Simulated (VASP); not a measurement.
The system is Ba4Hf3ZrO12.

```
CELL_PARAMETERS angstrom
8.32688 0.00000 0.00000
0.00000 8.32688 0.00000
0.00000 0.00000 8.32688
ATOMIC_POSITIONS crystal
Ba 0.99545 0.00270 0.00098
Ba 0.99921 0.99374 0.50460
Ba 0.00015 0.50119 0.99729
Ba 0.99913 0.50262 0.49780
Ba 0.49775 0.00404 0.99897
Ba 0.50031 0.00008 0.49618
Ba 0.49829 0.50210 0.00187
Ba 0.50004 0.50113 0.50096
Hf 0.25045 0.24980 0.25168
Hf 0.24716 0.25082 0.75283
Hf 0.24756 0.75186 0.74798
Hf 0.74827 0.25183 0.24860
Hf 0.74977 0.74535 0.24857
Hf 0.74972 0.75447 0.75194
Zr 0.24648 0.74773 0.25097
Zr 0.74786 0.24973 0.75303
O 0.25108 0.24877 0.00177
O 0.25416 0.24982 0.50629
O 0.24824 0.74853 0.99905
O 0.24905 0.74964 0.50238
O 0.74868 0.25258 0.00547
O 0.74699 0.24744 0.50442
O 0.74935 0.74585 0.99661
O 0.75115 0.75232 0.50138
O 0.99990 0.25006 0.25044
O 0.99997 0.25151 0.75087
O 0.99739 0.74925 0.25010
O 0.00013 0.74798 0.74627
O 0.50010 0.25214 0.24990
O 0.49850 0.24944 0.74905
O 0.49653 0.74940 0.24964
O 0.49967 0.74623 0.74732
O 0.24953 0.99934 0.25285
O 0.25073 0.00243 0.74911
O 0.25201 0.50175 0.25401
O 0.25439 0.49972 0.75260
O 0.74786 0.00155 0.24865
O 0.75130 0.99795 0.74960
O 0.74785 0.50340 0.25228
O 0.74541 0.49974 0.74723
```

```yaml
Program: VASP 6.6.1
Task: relaxation of volume and atoms at fixed shape
Functional: PBEsol
Potentials_or_basis: VASP PAW PBE potentials, release 64 (Ba_sv, Hf_pv, Zr_sv, O)
Cutoff: 700 eV
k_mesh: 1 × 1 × 1, shifted
Occupations: fermi-dirac, width 0.05 eV
Spin: no spin polarisation
```

At the start: pressure 0.0 GPa; volume 14.43 Å³/atom.

Problem. How do energy, volume and symmetry change on relaxing?

Solution. Over 12 steps the energy falls by 6.5 meV/atom and the volume is 14.42 Å³/atom (-0.1 %); space group P1 (No. 1, to 0.1 Å) before, Im-3m (No. 229, to 0.1 Å).

Step by step:
| step | energy change (eV) | largest force (eV/Å) | pressure (GPa) | volume (Å³) |
| --- | --- | --- | --- | --- |
| 1 | 0.0000 | 1.2649 | 0.01 | 577.36 |
| 2 | -0.1513 | 0.8980 | -0.11 | 577.45 |
| 3 | -0.2063 | 0.3126 | -0.13 | 577.42 |
| 4 | -0.2351 | 0.1598 | 0.12 | 576.50 |
| 5 | -0.2383 | 0.1778 | 0.25 | 576.08 |
| 6 | -0.2494 | 0.1621 | -0.21 | 577.57 |
| 7 | -0.2496 | 0.1920 | -0.27 | 577.79 |
| 8 | -0.2561 | 0.0689 | 0.11 | 576.47 |
| 9 | -0.2562 | 0.0741 | 0.17 | 576.27 |
| 10 | -0.2581 | 0.0815 | -0.08 | 577.08 |
| 11 | -0.2581 | 0.0650 | -0.04 | 576.97 |
| 12 | -0.2593 | 0.0290 | -0.03 | 576.91 |

Final structure:
```xyz
40
Lattice="8.3247 0.0000 0.0000 0.0000 8.3247 0.0000 0.0000 0.0000 8.3247" Properties=species:S:1:pos:R:3 pbc="T T T"
Ba    8.3173    0.0028    0.0059
Ba    8.3171    0.0016    4.1674
Ba    8.3167    4.1658    0.0026
Ba    8.3166    4.1637    4.1660
Ba    4.1536    0.0054    0.0041
Ba    4.1545    0.0019    4.1669
Ba    4.1553    4.1629    0.0058
Ba    4.1537    4.1647    4.1659
Hf    2.0739    2.0841    2.0873
Hf    2.0764    2.0807    6.2497
Hf    2.0747    6.2436    6.2476
Hf    6.2370    2.0829    2.0840
Hf    6.2371    6.2457    2.0823
Hf    6.2382    6.2447    6.2451
Zr    2.0737    6.2461    2.0854
Zr    6.2385    2.0819    6.2472
O     2.0741    2.0773    0.0090
O     2.0795    2.0849    4.1708
O     2.0703    6.2476    8.3180
O     2.0700    6.2410    4.1773
O     6.2407    2.0965    0.0168
O     6.2351    2.0666    4.1562
O     6.2379    6.2291    0.0007
O     6.2366    6.2605    4.1626
O     8.3179    2.0829    2.0923
O     0.0067    2.0904    6.2511
O     8.3053    6.2460    2.0796
O     8.3181    6.2338    6.2409
O     4.1554    2.0817    2.0857
O     4.1468    2.0725    6.2584
O     4.1653    6.2447    2.0793
O     4.1557    6.2527    6.2403
O     2.0744    0.0133    2.0941
O     2.0674    8.3245    6.2498
O     2.0731    4.1538    2.0876
O     2.0841    4.1621    6.2568
O     6.2356    0.0023    2.0677
O     6.2475    8.3137    6.2625
O     6.2360    4.1650    2.0994
O     6.2308    4.1737    6.2302
```

Caveat: the PAW data sets were made with another functional, which shifts forces and pressure a little.
